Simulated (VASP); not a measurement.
Wanted: the native input for a VASP 6.6.1 run.

* Task: single point
* Functional: PBEsol
* Potentials or basis: VASP PAW PBE potentials, release 64 (C)
* Cutoff: 520 eV
* k mesh: 11 × 11 × 11
* Occupations: fermi-dirac, width 0.1 eV
* Spin: no spin polarisation
* Dipole correction: no
* Further INCAR settings: ALGO = Normal; EDIFF = 1e-06; NBANDS = 16

The structure of C lies in POSCAR:

```
C
1.0
    1.2547327468      0.7244198580      8.4273186813
   -1.2547327468      0.7244198580      8.4273186813
    0.0000000000     -1.4488407334      8.4273186813
C
4
Direct
    0.9128270000      0.9128270000      0.9128270000
    0.2461500000      0.2461500000      0.2461500000
    0.7538500000      0.7538500000      0.7538500000
    0.0871730000      0.0871730000      0.0871730000
```

The input as run:

INCAR

```
SYSTEM = C
PREC = Accurate
ENCUT = 520
EDIFF = 1E-6
ISMEAR = -1
SIGMA = 0.1
LREAL = .FALSE.
LASPH = .TRUE.
NELM = 80
ALGO = Normal
ISIF = 2
LWAVE = .FALSE.
LCHARG = .FALSE.
GGA = PS
NBANDS = 16
```

KPOINTS

```
Automatic mesh
0
G
  11 11 11
  0 0 0
```

Potentials or basis: VASP PAW PBE potentials, release 64 (C).

Run with:

```bash
$ cat potpaw_PBE.64/C/POTCAR > POTCAR
$ mpirun -np 1 vasp_std > vasp.out
```

It gave:

| Quantity | Value |
| --- | --- |
| Pressure | -12.0 GPa |
| Largest force | 0.009 eV/Å |
| Band gap on the k mesh | 1.19 eV, indirect (least direct gap 1.20 eV) |

Caveat: the PAW data sets were made with another functional, which shifts forces and pressure a little.

Wall time 6.9 min on 1 thread of Intel(R) Xeon(R) 6975P-C (Granite Rapids), with other jobs on the host, peak memory 0.56 GiB.
